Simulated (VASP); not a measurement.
# MgO (Fm-3m) in VASP: notebook

MgO is run at these levels: PBE; tasks: single point, vibrations by perturbation theory, elastic constants.

Everything below comes from runs of VASP 6.6.1. Logs are shortened: lines on timing, memory, paths and dates and some standing lists are left out, and cuts for length are marked.

## (1) The cell of the first run

It takes space group Fm-3m (No. 225, cubic). Conventional cell: a = 4.253 Å, b = 4.253 Å, c = 4.253 Å, α = 90.00°, β = 90.00°, γ = 90.00°. Within 2.8 Å of Mg (site symmetry m-3m) lie 6 O at 2.13 Å. O (site symmetry m-3m) has 6 Mg at 2.13 Å within 2.8 Å.

## (2) Single point, PBE

POSCAR reads:

```
MgO
1.0
    0.0000000000      2.1267339561      2.1267339561
    2.1267339561      0.0000000000      2.1267339561
    2.1267339561      2.1267339561      0.0000000000
Mg O
1 1
Direct
    0.5000000000      0.5000000000      0.5000000000
    0.0000000000      0.0000000000      0.0000000000
```

INCAR.step1 reads:

```
SYSTEM = MgO
PREC     = Accurate       ! precision mode
ENCUT    = 520            ! plane-wave cutoff, eV
EDIFF    = 1E-6           ! SCF threshold, eV
ISMEAR   = 0              ! smearing method
SIGMA    = 0.02           ! smearing width, eV
LREAL    = .False.        ! projectors in reciprocal space
LASPH    = .True.         ! aspherical terms in the spheres
NELM     = 100            ! most SCF steps
ALGO     = Normal         ! electronic algorithm
ISIF     = 2              ! what is computed and relaxed
LWAVE    = .False.        ! write WAVECAR
LCHARG   = .True.         ! write CHGCAR
GGA      = PE             ! functional
NBANDS   = 11             ! bands
```

KPOINTS.step1 reads:

```
Automatic mesh
0
Gamma
  10 10 10
  0 0 0
```

INCAR.step2 reads:

```
SYSTEM = MgO
PREC     = Accurate       ! precision mode
ENCUT    = 520            ! plane-wave cutoff, eV
EDIFF    = 1E-6           ! SCF threshold, eV
ISMEAR   = -5             ! smearing method
SIGMA    = 0.02           ! smearing width, eV
LREAL    = .False.        ! projectors in reciprocal space
LASPH    = .True.         ! aspherical terms in the spheres
NELM     = 100            ! most SCF steps
ALGO     = Normal         ! electronic algorithm
ISIF     = 2              ! what is computed and relaxed
LWAVE    = .False.        ! write WAVECAR
LCHARG   = .False.        ! write CHGCAR
GGA      = PE             ! functional
LORBIT   = 11             ! projections on sites
NBANDS   = 11             ! bands
NEDOS    = 1001           ! points of the DOS
ICHARG   = 11             ! starting density
```

KPOINTS.step2 reads:

```
Automatic mesh
0
Gamma
  15 15 15
  0 0 0
```

Potentials or basis: VASP PAW PBE potentials, release 64 (Mg, O).

On the command line:

```sh
cat potpaw_PBE.64/Mg/POTCAR potpaw_PBE.64/O/POTCAR > POTCAR
cp INCAR.step1 INCAR
cp KPOINTS.step1 KPOINTS
mpirun -np 1 vasp_std > vasp.out
cp INCAR.step2 INCAR
cp KPOINTS.step2 KPOINTS
mpirun -np 1 vasp_std > vasp.out
```

OUTCAR:

```text
SYSTEM = MgO
   PREC = Accurate
   ENCUT = 520
   EDIFF = 1E-6
   ISMEAR = -5
   LREAL = .False.
   LASPH = .True.
   NELM = 100
   ISIF = 2
   GGA = PE
   LORBIT = 11
   ICHARG = 11

 ion  position               nearest neighbor table
   1  0.500  0.500  0.500-   2 2.13   2 2.13   2 2.13   2 2.13   2 2.13   2 2.13
   2  0.000  0.000  0.000-   1 2.13   1 2.13   1 2.13   1 2.13   1 2.13   1 2.13

  LATTYP: Found a face centered cubic cell.
 ALAT       =     4.2534679122

  Lattice vectors:

 A1 = (   0.0000000000,   2.1267339561,   2.1267339561)
 A2 = (   2.1267339561,   0.0000000000,   2.1267339561)
 A3 = (   2.1267339561,   2.1267339561,   0.0000000000)

Analysis of symmetry for initial positions (statically):
=====================================================================
 Subroutine PRICEL returns:
 Original cell was already a primitive cell.

 Routine SETGRP: Setting up the symmetry group for a
 face centered cubic supercell.

 Subroutine GETGRP returns: Found 48 space group operations
 (whereof 48 operations were pure point group operations)
 out of a pool of 48 trial point group operations.

The static configuration has the point symmetry O_h .

Analysis of symmetry for dynamics (positions and initial velocities):
=====================================================================
 Subroutine PRICEL returns:
 Original cell was already a primitive cell.

 Routine SETGRP: Setting up the symmetry group for a
 face centered cubic supercell.

 Subroutine GETGRP returns: Found 48 space group operations
 (whereof 48 operations were pure point group operations)
 out of a pool of 48 trial point group operations.

The dynamic configuration has the point symmetry O_h .

 Subroutine INISYM returns: Found 48 space group operations
 (whereof 48 operations are pure point group operations),
 and found     1 'primitive' translations

----------------------------------------------------------------------------------------

                                     Primitive cell

  volume of cell :      19.2384

  direct lattice vectors                    reciprocal lattice vectors
     0.000000000  2.126733956  2.126733956    -0.235102279  0.235102279  0.235102279
     2.126733956  0.000000000  2.126733956     0.235102279 -0.235102279  0.235102279
     2.126733956  2.126733956  0.000000000     0.235102279  0.235102279 -0.235102279

  length of vectors
     3.007656004  3.007656004  3.007656004     0.407209092  0.407209092  0.407209092

  position of ions in fractional coordinates (direct lattice)
     0.500000000  0.500000000  0.500000000
     0.000000000  0.000000000  0.000000000

  ion indices of the primitive-cell ions
   primitive index   ion index
                 1           1
                 2           2

----------------------------------------------------------------------------------------

 KPOINTS: Automatic mesh

Automatic generation of k-mesh.
 Grid dimensions read from file:
 generate k-points for:   15   15   15

 Generating k-lattice:

  Cartesian coordinates                     Fractional coordinates (reciprocal lattice)
    -0.015673485  0.015673485  0.015673485     0.066666667  0.000000000  0.000000000
     0.015673485 -0.015673485  0.015673485     0.000000000  0.066666667  0.000000000
     0.015673485  0.015673485 -0.015673485     0.000000000  0.000000000  0.066666667

  Length of vectors
     0.027147273  0.027147273  0.027147273

  Shift w.r.t. Gamma in fractional coordinates (k-lattice)
     0.000000000  0.000000000  0.000000000

 TETIRR: Found    484 inequivalent tetrahedra from    20250

 Subroutine IBZKPT returns following result:
 ===========================================

 Found    120 irreducible k-points:

 Following reciprocal coordinates:
            Coordinates               Weight
  0.000000  0.000000  0.000000      1.000000
  0.066667  0.000000  0.000000      8.000000
  0.133333  0.000000  0.000000      8.000000
  0.200000  0.000000  0.000000      8.000000
  0.266667  0.000000  0.000000      8.000000
  0.333333  0.000000  0.000000      8.000000
[... 16 lines left out ...]
  0.133333  0.133333  0.000000      6.000000
  0.200000  0.133333  0.000000     24.000000
 [... further k-points ...]
   k-points           NKPTS =    120   k-points in BZ     NKDIM =    120   number of bands    NBANDS=     11
   number of dos      NEDOS =   1001   number of ions     NIONS =      2
   total plane-waves  NPLWV =  13824
   dimension x,y,z NGX =    24 NGY =   24 NGZ =   24
   dimension x,y,z NGXF=    48 NGYF=   48 NGZF=   48
   ions per type =               1   1
   NGX,Y,Z   is equivalent  to a cutoff of  13.27, 13.27, 13.27 a.u.
   NGXF,Y,Z  is equivalent  to a cutoff of  26.53, 26.53, 26.53 a.u.
 SYSTEM =  MgO
   PREC   = accura    normal or accurate (medium, high low for compatibility)
   ISTART =      0    job   : 0-new  1-cont  2-samecut
   ICHARG =     11    charge: 1-file 2-atom 10-const
   ISPIN  =      1    spin polarized calculation?
   LNONCOLLINEAR =      F non collinear calculations
   LSORBIT =      F    spin-orbit coupling
   LASPH  =      T    aspherical Exc in radial PAW
   ENCUT  =  520.0 eV  38.22 Ry    6.18 a.u.   5.59  5.59  5.59*2*pi/ulx,y,z
   NELM   =    100;   NELMIN=  2; NELMDL=  0     # of ELM steps
   EDIFF  = 0.1E-05   stopping-criterion for ELM
   LREAL  =      F    real-space projection
   EDIFFG = 0.1E-04   stopping-criterion for IOM
   NSW    =      0    number of steps for IOM
   IBRION =     -1    ionic relax: 0-MD 1-quasi-New 2-CG
   NFREE  =      0    steps in history (QN), initial steepest desc. (CG)
   ISIF   =      2    stress and relaxation
   ISYM   =      2    0-nonsym 1-usesym 2-fastsym
   POTIM  = 0.5000    time-step for ionic-motion
   TEBEG  =    0.0;   TEEND  =   0.0 temperature during run
   PSTRESS=    0.0 pullay stress
   NELECT =       8.0000    total number of electrons
   NUPDOWN=      -1.0000    fix difference up-down
   EMIN   =  10.00;   EMAX   =-10.00  energy-range for DOS
   EFERMI =   0.00;   METHOD = LEGACY
   ISMEAR =    -5;   SIGMA  =   0.02  broadening in eV -4-tet -1-fermi 0-gaus
   EFERMI_NEDOS =   21; number of points for ismear=-14 and -15
   IALGO  =     38    algorithm
   IMIX   =      4    mixing-type and parameters
     AMIX     =   0.40;   BMIX     =  1.00
     AMIX_MAG =   1.60;   BMIX_MAG =  1.00
  volume/ion in A,a.u.               =       9.62        64.91
  Fermi-wavevector in a.u.,A,eV,Ry     =   1.221936  2.309124 20.315222  1.493127
  Thomas-Fermi vector in A             =   2.357100
   LORBIT       =     11    0 simple, 1 ext, 2 COOP (PROOUT), +10 PAW based schemes
   GGA     = PE    functional components
   LHFCALC =     F    Hartree Fock is set to
   AEXX    =    0.0000 exact exchange contribution
   IVDW    =     0    specifies the selected vdW correction
   LEPSILON=     F    determine dielectric tensor
   LRPA    =     F    only Hartree local field effects (RPA)
 non-spin polarized calculation
 Fermi weights with tetrahedron method with Bloechl corrections
  energy-cutoff  :      520.00
  volume of cell :       19.24
 maximum number of plane-waves:       534

 number of electron       8.0000004 magnetization

 Free energy of the ion-electron system (eV)
  ---------------------------------------------------
  ext. energy  EPLUGINS =         0.00000000
  ---------------------------------------------------
  free energy    TOTEN  =       -11.91171643 eV

  energy without entropy =      -11.91171643  energy(sigma->0) =      -11.91171643

 E-fermi :   3.0095     XC(G=0): -10.9405

 val. band max:        2.9700390017   @ k =   0.0000   0.0000   0.0000
 cond. band min:       7.4162131799   @ k =   0.0000   0.0000   0.0000
 fundamental gap:      4.4461741782
 Fermi energy:         3.0094693653

 k-point     1 :       0.0000    0.0000    0.0000
  band No.  band energies     occupation
      1     -14.1456      2.00000
      2       2.9700      2.00000
      3       2.9700      2.00000
      4       2.9700      2.00000
      5       7.4162      0.00000
      6      18.6034      0.00000
      7      18.6034      0.00000
      8      18.6034      0.00000
      9      22.4435      0.00000
     10      24.1835      0.00000
     11      24.1835      0.00000

 k-point     2 :       0.0667    0.0000    0.0000
  band No.  band energies     occupation
      1     -14.1004      2.00000
      2       2.6591      2.00000
      3       2.9409      2.00000
      4       2.9409      2.00000
      5       7.7217      0.00000
      6      17.9321      0.00000
      7      18.7094      0.00000
      8      18.7094      0.00000
      9      23.3122      0.00000
     10      23.7588      0.00000
     11      23.7588      0.00000

 k-point     3 :       0.1333    0.0000    0.0000
  band No.  band energies     occupation
      1     -13.9701      2.00000
      2       1.9211      2.00000
      3       2.8597      2.00000
      4       2.8597      2.00000
      5       8.4340      0.00000
      6      16.7952      0.00000
      7      18.9840      0.00000
      8      18.9840      0.00000
      9      23.0921      0.00000
     10      23.0921      0.00000
     11      24.6130      0.00000

 k-point     4 :       0.2000    0.0000    0.0000
  band No.  band energies     occupation
      1     -13.7697      2.00000
      2       1.0317      2.00000
      3       2.7433      2.00000
      4       2.7433      2.00000
      5       9.2474      0.00000
      6      15.8413      0.00000
      7      19.2781      0.00000
      8      19.2781      0.00000
      9      22.7137      0.00000
     10      22.7137      0.00000
     11      24.7646      0.00000

 k-point     5 :       0.2667    0.0000    0.0000
  band No.  band energies     occupation
      1     -13.5258      2.00000
      2       0.1537      2.00000
      3       2.6142      2.00000
      4       2.6142      2.00000
      5       9.9484      0.00000
      6      15.2469      0.00000
      7      19.3798      0.00000
      8      19.3798      0.00000
      9      22.8789      0.00000
     10      22.8789      0.00000
     11      24.3688      0.00000
[... 211 lines left out ...]
 k-point    21 :      -0.1333    0.0667    0.0000
  band No.  band energies     occupation
      1     -13.8737      2.00000
      2       1.5319      2.00000
      3       2.6779      2.00000
      4       2.8461      2.00000
      5       8.8917      0.00000
      6      16.2386      0.00000
      7      19.0015      0.00000
      8      19.2593      0.00000
      9      22.1263      0.00000
     10      23.4199      0.00000
     11      25.3041      0.00000

 k-point    22 :      -0.0667    0.0667    0.0000
  band No.  band energies     occupation
      1     -14.0271      2.00000
      2       2.2562      2.00000
      3       2.8294      2.00000
      4       2.9206      2.00000
      5       8.1551      0.00000
      6      17.1991      0.00000
      7      18.8346      0.00000
      8      18.8954      0.00000
      9      22.8709      0.00000
     10      23.7486      0.00000
     11      24.3261      0.00000

 k-point    23 :       0.1333    0.1333    0.0000
  band No.  band energies     occupation
      1     -13.9144      2.00000
      2       1.8403      2.00000
      3       2.7180      2.00000
      4       2.7180      2.00000
      5       8.7623      0.00000
      6      16.2795      0.00000
      7      19.1351      0.00000
      8      19.1351      0.00000
      9      21.2237      0.00000
     10      24.7184      0.00000
     11      25.9437      0.00000

 k-point    24 :       0.2000    0.1333    0.0000
  band No.  band energies     occupation
      1     -13.7690      2.00000
      2       1.2740      2.00000
      3       2.5924      2.00000
      4       2.5989      2.00000
      5       9.4075      0.00000
      6      15.5361      0.00000
      7      19.2924      0.00000
      8      19.4004      0.00000
      9      20.5195      0.00000
     10      24.7221      0.00000
     11      26.8017      0.00000

 [... further k-points ...]
[... 5 lines left out ...]
  --------------------------------------------------------------------------------------
  -------------------------------------------------------------------------------------
  Total       -0.0837446     -0.0837446     -0.0837446     -0.0000000     -0.0000000     -0.0000000
  in kB       -6.9742549     -6.9742549     -6.9742549     -0.0000000     -0.0000000     -0.0000000
  external PRESSURE =      -6.9742549 kB  Pullay stress =       0.0000000 kB

 VOLUME and BASIS-vectors are now :
 -----------------------------------------------------------------------------
  energy-cutoff  :      520.00
  volume of cell :       19.24
      direct lattice vectors                 reciprocal lattice vectors
     0.000000000  2.126733956  2.126733956    -0.235102279  0.235102279  0.235102279
     2.126733956  0.000000000  2.126733956     0.235102279 -0.235102279  0.235102279
     2.126733956  2.126733956  0.000000000     0.235102279  0.235102279 -0.235102279

 POSITION                                       TOTAL-FORCE (eV/Angst)
 -----------------------------------------------------------------------------------
      2.12673      2.12673      2.12673        -0.000000      0.000000      0.000000
      0.00000      0.00000      0.00000         0.000000      0.000000     -0.000000
 -----------------------------------------------------------------------------------
    total drift:                                0.000000     -0.000000     -0.000000

  FREE ENERGIE OF THE ION-ELECTRON SYSTEM (eV)
  ---------------------------------------------------
  free  energy   TOTEN  =       -11.9117164297 eV

  energy  without entropy=      -11.9117164297  energy(sigma->0) =      -11.91171643

 total charge

# of ion       s       p       d       tot
------------------------------------------
    1        0.145   0.170   0.074   0.388
    2        1.542   3.544   0.000   5.086
--------------------------------------------------
tot          1.686   3.714   0.074   5.474
```

Wall time 32 s (1 thread of Intel Xeon Platinum 8259CL at 2.50GHz (Skylake/Cascade Lake), shared host); peak memory 0.15 GiB.

What came out:

```yaml
Valence_electrons_inside_the_program's_atomic_spheres: Mg 0.39; O 5.09
```

(Part 1 of 2 ends here.)
